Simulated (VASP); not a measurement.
# Sb in VASP: a series of runs, part 2 of 2

VASP 6.6.1. Earlier steps stand in the parts before.

## 3. Single point, PBE+D3(BJ)

INCAR

```
PREC     = Accurate       # precision mode
ENCUT    = 520            # plane-wave cutoff, eV
EDIFF    = 1E-7           # SCF threshold, eV
ISMEAR   = 0              # smearing method
SIGMA    = 0.05           # smearing width, eV
LREAL    = False          # projectors in reciprocal space
LASPH    = True           # aspherical terms in the spheres
NELM     = 100            # most SCF steps
ALGO     = Normal         # electronic algorithm
ISIF     = 2              # what is computed and relaxed
LWAVE    = False          # write WAVECAR
LCHARG   = True           # write CHGCAR
LDIPOL   = True         
IDIPOL   = 3            
DIPOL    = 0.5 0.5 0.388
GGA      = PE             # functional
IVDW     = 12             # dispersion correction
LELF     = True           # ELF
LVHAR    = True         
LVACPOTAV= True         
NBANDS   = 18             # bands
```

KPOINTS

```
regular mesh
0
Gamma
  9 9 1
```

POSCAR

```
Sb
1.0
    4.0686848921      0.0000000000      0.0000000000
   -2.0343424461      3.5235844766      0.0000000000
    0.0000000000      0.0000000000     20.8000277116
Sb
4
Direct
    0.3333333333      0.6666666667      0.2956733491
    0.6666666667      0.3333333333      0.2163458656
    0.0000000000      1.4444444444      0.5600967399
    0.3333333333      1.1111111111      0.4807692564
```

Potentials or basis: VASP PAW PBE potentials, release 64 (Sb).

Run with:

```console
$ cat potpaw_PBE.64/Sb/POTCAR > POTCAR
$ mpirun -np 1 vasp_std > vasp.out
```

OUTCAR:

```text
PREC = Accurate
   ENCUT = 520
   EDIFF = 1E-7
   ISMEAR = 0
   LREAL = False
   LASPH = True
   NELM = 100
   ISIF = 2
   GGA = PE
   IVDW = 12
 IVDW          = 12

 ion  position               nearest neighbor table
   1  0.333  0.667  0.296-   2 2.87   2 2.87   2 2.87
   2  0.667  0.333  0.216-   1 2.87   1 2.87   1 2.87
   3  0.000  0.444  0.560-   4 2.87   4 2.87   4 2.87
   4  0.333  0.111  0.481-   3 2.87   3 2.87   3 2.87

  LATTYP: Found a hexagonal cell.
 ALAT       =     4.0686848921
 C/A-ratio  =     5.1122237930

  Lattice vectors:

[... 710 lines left out ...]
  -------------------------------------------------------------------------------------
  Total       0.06452     0.06449    -0.28762    -0.05867     0.09144     0.00255
  in kB       0.34663     0.34649    -1.54534    -0.31523     0.49129     0.01372
  external pressure =       -0.28 kB  Pullay stress =        0.00 kB

 VOLUME and BASIS-vectors are now :
 -----------------------------------------------------------------------------
  energy-cutoff  :      520.00
  volume of cell :      298.20
      direct lattice vectors                 reciprocal lattice vectors
     4.068684892  0.000000000  0.000000000     0.245779663  0.141900954  0.000000000
    -2.034342446  3.523584477  0.000000000     0.000000000  0.283801909  0.000000000
     0.000000000  0.000000000 20.800027712     0.000000000  0.000000000  0.048076859

 POSITION                                       TOTAL-FORCE (eV/Angst)
 -----------------------------------------------------------------------------------
     -0.00000      2.34906      6.15001        -0.002168     -0.009285      0.183192
      2.03434      1.17453      4.50000         0.000695     -0.008028     -0.061662
     -0.90415      1.56604     11.65003        -0.000695      0.008028      0.061662
      1.13019      0.39151     10.00001         0.002168      0.009285     -0.183192
 -----------------------------------------------------------------------------------
    total drift:                                0.000000     -0.000000     -0.000013

  FREE ENERGIE OF THE ION-ELECTRON SYSTEM (eV)
  ---------------------------------------------------
  free  energy   TOTEN  =       -17.3763236916 eV

  energy  without entropy=      -17.3763236916  energy(sigma->0) =      -17.37632369

 vacuum level on the upper side and lower side of the slab         4.621         4.621
```

OSZICAR:

```text
N       E                     dE             d eps       ncg     rms          rms(c)
DAV:   1     0.104457350524E+03    0.10446E+03   -0.58922E+03  1476   0.781E+02
DAV:   2    -0.618561887022E+01   -0.11064E+03   -0.10574E+03  1958   0.130E+02
DAV:   3    -0.160425479783E+02   -0.98569E+01   -0.97803E+01  2100   0.444E+01
[... 11 lines left out ...]
DAV:  15    -0.162113722854E+02   -0.60614E-04   -0.16795E-06  1728   0.605E-03    0.764E-04
DAV:  16    -0.162113877341E+02   -0.15449E-04   -0.32762E-07  1486   0.216E-03    0.467E-04
DAV:  17    -0.162113945622E+02   -0.68280E-05   -0.26231E-07  1412   0.155E-03    0.127E-04
DAV:  18    -0.162113950310E+02   -0.46882E-06   -0.17615E-08  1540   0.485E-04    0.851E-05
DAV:  19    -0.162113951177E+02   -0.86739E-07   -0.33861E-09  1242   0.228E-04
   1 F= -.17376324E+02 E0= -.17376324E+02  d E =-.924826E-16
```

Wall time 2.2 min (1 thread of Intel Xeon 6975P-C (Granite Rapids), shared host); peak memory 0.47 GiB.

Results:

| Quantity | Value |
| --- | --- |
| Free energy | -17.3763 eV |
| Largest force | 0.183 eV/Å |
| Band gap on the k mesh | 0.87 eV, indirect (least direct gap 1.45 eV) |
| Dispersion energy per atom | -0.291 eV |

Forces in eV/Å, atoms in the order of the input:
```
Sb  -0.002 -0.009  0.183
Sb   0.001 -0.008 -0.062
Sb  -0.001  0.008  0.062
Sb   0.002  0.009 -0.183
```

Levels at points of the mesh, in eV from the valence-band top:
```
           k point  band 7  band 8  band 9  band 10  band 11  band 12  band 13  band 14
(0.00, 0.00, 0.00)   -0.07   -0.04   -0.02     0.00     1.48     1.97     2.70     2.74
```

Caveat: spin-orbit coupling is left out, which moves the levels of the heavy elements.

## 4. Single point, PBE+D3(BJ)

INCAR

```
SYSTEM = Sb
ALGO = Normal
DIPOL = 0.5 0.5 0.388
EDIFF = 1E-6
ENCUT = 520
GGA = PE
IDIPOL = 3
ISIF = 2
ISMEAR = 0
IVDW = 12
LASPH = .TRUE.
LCHARG = .FALSE.
LDIPOL = .TRUE.
LREAL = .FALSE.
LWAVE = .FALSE.
NBANDS = 18
NELM = 80
PREC = Accurate
SIGMA = 0.05
```

KPOINTS

```
k-points
0
G
  9 9 1
  0 0 0
```

Changes to POSCAR since step 3:

```diff
@@ -10,3 +10,3 @@
     0.6666666667      0.3333333333      0.2163458656
-    0.0000000000      1.4444444444      0.5600967399
-    0.3333333333      1.1111111111      0.4807692564
+    0.0000000000      1.6666666667      0.5600967399
+    0.3333333333      1.3333333333      0.4807692564
```

Run with:

```console
$ cat potpaw_PBE.64/Sb/POTCAR > POTCAR
$ mpirun -np 1 vasp_std > vasp.out
```

Wall time 1.8 min (1 thread of Intel Xeon 6975P-C (Granite Rapids), shared host); peak memory 0.48 GiB.

Results (log left out):

| Property | Result |
| --- | --- |
| Free energy | -17.3642 eV |
| Largest force | 0.163 eV/Å |
| Band gap on the k mesh | 0.88 eV, indirect (least direct gap 1.42 eV) |
| Dispersion energy per atom | -0.291 eV |

Forces in eV/Å, atoms in the order of the input:
```
Sb  -0.014  0.014  0.162
Sb  -0.012  0.015 -0.072
Sb   0.012 -0.015  0.072
Sb   0.014 -0.014 -0.162
```

Levels at points of the mesh, in eV from the valence-band top:
| k point | band 8 | band 9 | band 10 | band 11 | band 12 | band 13 |
| --- | --- | --- | --- | --- | --- | --- |
| (0.00, 0.00, 0.00) | -0.04 | -0.01 | 0.00 | 1.49 | 1.98 | 2.73 |

Caveat: spin-orbit coupling is left out, which moves the levels of the heavy elements.

## 5. Single point, PBE+D3(BJ)

INCAR

```
PREC = Accurate
ENCUT = 520
EDIFF = 1E-7
ISMEAR = 0
SIGMA = 0.05
LREAL = F
LASPH = T
NELM = 80
ALGO = Normal
ISIF = 2
LWAVE = F
LCHARG = T
LDIPOL = T
IDIPOL = 3
DIPOL = 0.5 0.5 0.388
GGA = PE
IVDW = 12
LELF = T
LVHAR = T
LVACPOTAV = T
NBANDS = 18
```

KPOINTS

```
Automatic mesh
0
Gamma
  9 9 1
```

Changes to POSCAR since step 4:

```diff
@@ -10,3 +10,3 @@
     0.6666666667      0.3333333333      0.2163458656
-    0.0000000000      1.6666666667      0.5600967399
-    0.3333333333      1.3333333333      0.4807692564
+    0.0000000000      1.8888888889      0.5600967399
+    0.3333333333      1.5555555556      0.4807692564
```

Run with:

```console
$ cat potpaw_PBE.64/Sb/POTCAR > POTCAR
$ mpirun -np 1 vasp_std > vasp.out
```

It took 2.1 min on 1 thread of Intel Xeon 6975P-C (Granite Rapids), shared host; peak memory 0.47 GiB.

It converged, with:

```
Free energy                : -17.3253 eV
Largest force              : 0.109 eV/Å
Band gap on the k mesh     : 0.87 eV, indirect (least direct gap 1.32 eV)
Dispersion energy per atom : -0.290 eV
```

Forces on the atoms (eV/Å):
```
Sb  -0.010  0.015  0.088
Sb  -0.008  0.013 -0.108
Sb   0.008 -0.013  0.108
Sb   0.010 -0.015 -0.088
```

Levels at points of the mesh, in eV from the valence-band top:
```csv
k point,band 6,band 7,band 8,band 9,band 10,band 11,band 12,band 13,band 14,band 15
"(0.00, 0.00, 0.00)",-0.15,-0.07,-0.05,-0.01,0.00,1.49,1.97,2.69,2.71,2.81
```

Caveat: spin-orbit coupling is left out, which moves the levels of the heavy elements.

## 6. Single point, PBE+D3(BJ)

INCAR

```
SYSTEM = Sb
ALGO = Normal
DIPOL = 0.5 0.5 0.388
EDIFF = 1E-6
ENCUT = 520
GGA = PE
IDIPOL = 3
ISIF = 2
ISMEAR = 0
IVDW = 12
LASPH = .TRUE.
LCHARG = .FALSE.
LDIPOL = .TRUE.
LREAL = .FALSE.
LWAVE = .FALSE.
NBANDS = 18
NELM = 60
PREC = Accurate
SIGMA = 0.05
```

KPOINTS

```
k-points
0
G
  9 9 1
  0 0 0
```

Changes to POSCAR since step 5:

```diff
@@ -10,3 +10,3 @@
     0.6666666667      0.3333333333      0.2163458656
-    0.0000000000      1.8888888889      0.5600967399
-    0.3333333333      1.5555555556      0.4807692564
+    0.2222222222      1.6666666667      0.5600967399
+    0.5555555556      1.3333333333      0.4807692564
```

Potentials or basis: VASP PAW PBE potentials, release 64 (Sb).

Run with:

```console
$ cat potpaw_PBE.64/Sb/POTCAR > POTCAR
$ mpirun -np 1 vasp_std > vasp.out
```

OUTCAR:

```text
SYSTEM = Sb
   EDIFF = 1E-6
   ENCUT = 520
   GGA = PE
   ISIF = 2
   ISMEAR = 0
   IVDW = 12
   LASPH = .TRUE.
   LREAL = .FALSE.
   NELM = 60
   PREC = Accurate
 IVDW          = 12

 ion  position               nearest neighbor table
   1  0.333  0.667  0.296-   2 2.87   2 2.87   2 2.87
   2  0.667  0.333  0.216-   1 2.87   1 2.87   1 2.87
   3  0.222  0.667  0.560-   4 2.87   4 2.87   4 2.87
   4  0.556  0.333  0.481-   3 2.87   3 2.87   3 2.87

  LATTYP: Found a hexagonal cell.
 ALAT       =     4.0686848921
 C/A-ratio  =     5.1122237930

  Lattice vectors:

 A1 = (   4.0686848921,   0.0000000000,   0.0000000000)
 A2 = (  -2.0343424461,   3.5235844766,   0.0000000000)
 A3 = (   0.0000000000,   0.0000000000,  20.8000277116)

Analysis of symmetry for initial positions (statically):
=====================================================================
 Subroutine PRICEL returns:
 Original cell was already a primitive cell.

 Routine SETGRP: Setting up the symmetry group for a
 hexagonal supercell.

 Subroutine GETGRP returns: Found  2 space group operations
 (whereof  1 operations were pure point group operations)
 out of a pool of 24 trial point group operations.

The static configuration has the point symmetry C_1 .
 The point group associated with its full space group is S_2 .

Analysis of symmetry for dynamics (positions and initial velocities):
=====================================================================
 Subroutine PRICEL returns:
 Original cell was already a primitive cell.

 Routine SETGRP: Setting up the symmetry group for a
 hexagonal supercell.

 Subroutine GETGRP returns: Found  2 space group operations
 (whereof  1 operations were pure point group operations)
 out of a pool of 24 trial point group operations.

The dynamic configuration has the point symmetry C_1 .
 The point group associated with its full space group is S_2 .

 Subroutine INISYM returns: Found  2 space group operations
 (whereof  1 operations are pure point group operations),
 and found     1 'primitive' translations

----------------------------------------------------------------------------------------

                                     Primitive cell

  volume of cell :     298.1966

  direct lattice vectors                    reciprocal lattice vectors
     4.068684892  0.000000000  0.000000000     0.245779663  0.141900954  0.000000000
    -2.034342446  3.523584477  0.000000000     0.000000000  0.283801909  0.000000000
     0.000000000  0.000000000 20.800027712     0.000000000  0.000000000  0.048076859

  length of vectors
     4.068684892  4.068684892 20.800027712     0.283801909  0.283801909  0.048076859

  position of ions in fractional coordinates (direct lattice)
     0.333333333  0.666666667  0.295673349
     0.666666667  0.333333333  0.216345866
     0.222222222  0.666666667  0.560096740
     0.555555556  0.333333333  0.480769256

  ion indices of the primitive-cell ions
   primitive index   ion index
                 1           1
                 2           2
                 3           3
                 4           4

----------------------------------------------------------------------------------------
[... 49 lines left out ...]
  0.333333  0.111111  0.000000      2.000000
 -0.111111  0.444444  0.000000      2.000000
 [... further k-points ...]
   k-points           NKPTS =     41   k-points in BZ     NKDIM =     41   number of bands    NBANDS=     18
   number of dos      NEDOS =    301   number of ions     NIONS =      4
   total plane-waves  NPLWV = 144000
   dimension x,y,z NGX =    30 NGY =   30 NGZ =  160
   dimension x,y,z NGXF=    60 NGYF=   60 NGZF=  320
   ions per type =               4
   NGX,Y,Z   is equivalent  to a cutoff of  12.26, 12.26, 12.79 a.u.
   NGXF,Y,Z  is equivalent  to a cutoff of  24.52, 24.52, 25.58 a.u.
 SYSTEM =  Sb
   PREC   = accura    normal or accurate (medium, high low for compatibility)
   ISTART =      0    job   : 0-new  1-cont  2-samecut
   ICHARG =      2    charge: 1-file 2-atom 10-const
   ISPIN  =      1    spin polarized calculation?
   LNONCOLLINEAR =      F non collinear calculations
   LSORBIT =      F    spin-orbit coupling
   LASPH  =      T    aspherical Exc in radial PAW
   ENCUT  =  520.0 eV  38.22 Ry    6.18 a.u.   7.57  7.57 38.67*2*pi/ulx,y,z
   NELM   =     60;   NELMIN=  2; NELMDL= -5     # of ELM steps
   EDIFF  = 0.1E-05   stopping-criterion for ELM
   LREAL  =      F    real-space projection
   EDIFFG = 0.1E-04   stopping-criterion for IOM
   NSW    =      0    number of steps for IOM
   IBRION =     -1    ionic relax: 0-MD 1-quasi-New 2-CG
   NFREE  =      0    steps in history (QN), initial steepest desc. (CG)
   ISIF   =      2    stress and relaxation
   ISYM   =      2    0-nonsym 1-usesym 2-fastsym
   POTIM  = 0.5000    time-step for ionic-motion
   TEBEG  =    0.0;   TEEND  =   0.0 temperature during run
   PSTRESS=    0.0 pullay stress
   NELECT =      20.0000    total number of electrons
   NUPDOWN=      -1.0000    fix difference up-down
   EMIN   =  10.00;   EMAX   =-10.00  energy-range for DOS
   EFERMI =   0.00;   METHOD = LEGACY
   ISMEAR =     0;   SIGMA  =   0.05  broadening in eV -4-tet -1-fermi 0-gaus
   EFERMI_NEDOS =   21; number of points for ismear=-14 and -15
   IALGO  =     38    algorithm
   IMIX   =      4    mixing-type and parameters
     AMIX     =   0.40;   BMIX     =  1.00
     AMIX_MAG =   1.60;   BMIX_MAG =  1.00
  volume/ion in A,a.u.               =      74.55       503.08
  Fermi-wavevector in a.u.,A,eV,Ry     =   0.665146  1.256945  6.019487  0.442420
  Thomas-Fermi vector in A             =   1.739052
   LORBIT       =      0    0 simple, 1 ext, 2 COOP (PROOUT), +10 PAW based schemes
   GGA     = PE    functional components
   LHFCALC =     F    Hartree Fock is set to
   AEXX    =    0.0000 exact exchange contribution
   IVDW    =    12    specifies the selected vdW correction
   LEPSILON=     F    determine dielectric tensor
   LRPA    =     F    only Hartree local field effects (RPA)
 non-spin polarized calculation
 Gauss-broadening in eV      SIGMA  =   0.05
  energy-cutoff  :      520.00
  volume of cell :      298.20
 maximum number of plane-waves:      8073
   NGX = 15   NGY = 15   NGZ = 77

 dipolmoment           0.000000      0.000000      0.000046 electrons x Angstroem

 number of electron      20.0000000 magnetization

 dipolmoment           0.000000      0.000000     -0.000001 electrons x Angstroem

 Free energy of the ion-electron system (eV)
  ---------------------------------------------------
  ext. energy  EPLUGINS =         0.00000000
  ---------------------------------------------------
  free energy    TOTEN  =       -16.22125280 eV

  energy without entropy =      -16.22125280  energy(sigma->0) =      -16.22125280

 E-fermi :   0.1165     XC(G=0):  -4.7633

 val. band max:       -0.0997154701   @ k =   0.0000   0.0000   0.0000
 cond. band min:       0.7821207245   @ k =   0.3333  -0.0000   0.0000
 fundamental gap:      0.8818361946
 Fermi energy:         0.1165011129

 k-point     1 :       0.0000    0.0000    0.0000
  band No.  band energies     occupation
      1     -11.6541      2.00000
      2     -11.5964      2.00000
      3      -6.7623      2.00000
      4      -6.3804      2.00000
      5      -1.4038      2.00000
      6      -0.3264      2.00000
[... 481 lines left out ...]
      5      -3.4488      2.00000
      6      -3.1429      2.00000
[... 10 lines left out ...]
     17       5.0004      0.00000
     18       5.6502      0.00000

 [... further k-points ...]

------------------------ aborting loop because EDIFF is reached ----------------------------------------

 vacuum level on the upper side and lower side of the slab       (xc-potential included)        -0.149        -0.148

 Edisp (eV)   -1.16552

 E8    (eV) :    -0.5592

  FORCE on cell =-STRESS in cart. coord.  units (eV):
  Direction    XX          YY          ZZ          XY          YZ          ZX
  --------------------------------------------------------------------------------------
  -------------------------------------------------------------------------------------
  Total       0.00491     0.02850    -0.36884     0.00036    -0.02350     0.08981
  in kB       0.02640     0.15313    -1.98175     0.00195    -0.12627     0.48256
  external pressure =       -0.60 kB  Pullay stress =        0.00 kB

 VOLUME and BASIS-vectors are now :
 -----------------------------------------------------------------------------
  energy-cutoff  :      520.00
  volume of cell :      298.20
      direct lattice vectors                 reciprocal lattice vectors
     4.068684892  0.000000000  0.000000000     0.245779663  0.141900954  0.000000000
    -2.034342446  3.523584477  0.000000000     0.000000000  0.283801909  0.000000000
     0.000000000  0.000000000 20.800027712     0.000000000  0.000000000  0.048076859

 POSITION                                       TOTAL-FORCE (eV/Angst)
 -----------------------------------------------------------------------------------
     -0.00000      2.34906      6.15001        -0.008613      0.001952      0.203938
      2.03434      1.17453      4.50000        -0.008075      0.002260     -0.061157
     -0.45208      2.34906     11.65003         0.008075     -0.002260      0.061157
      1.58227      1.17453     10.00001         0.008613     -0.001952     -0.203938
 -----------------------------------------------------------------------------------
    total drift:                                0.000000      0.000000     -0.000020

  FREE ENERGIE OF THE ION-ELECTRON SYSTEM (eV)
  ---------------------------------------------------
  free  energy   TOTEN  =       -17.3867767117 eV

  energy  without entropy=      -17.3867767117  energy(sigma->0) =      -17.38677671

 vacuum level on the upper side and lower side of the slab         4.499         4.499
```

stdout:

```text
POSCAR found type information on POSCAR Sb
 POSCAR found :  1 types and       4 ions
 scaLAPACK will be used
 LDA part: xc-table for (Slater+PW92), standard interpolation
 POSCAR, INCAR and KPOINTS ok, starting setup
 FFT: planning ... GRIDC
 FFT: planning ... GRID_SOFT
 FFT: planning ... GRID
 WAVECAR not read
 entering main loop
```

Wall time 2.1 min (1 thread of Intel Xeon 6975P-C (Granite Rapids), shared host); peak memory 0.48 GiB.

Results:

```yaml
Free_energy: -17.3868 eV
Largest_force: 0.204 eV/Å
Band_gap_on_the_k_mesh: 0.88 eV, indirect (least direct gap 1.48 eV)
Dispersion_energy_per_atom: -0.291 eV
```

Forces on the atoms (eV/Å):
```
Sb  -0.009  0.002  0.204
Sb  -0.008  0.002 -0.061
Sb   0.008 -0.002  0.061
Sb   0.009 -0.002 -0.204
```

Caveat: spin-orbit coupling is left out, which moves the levels of the heavy elements.
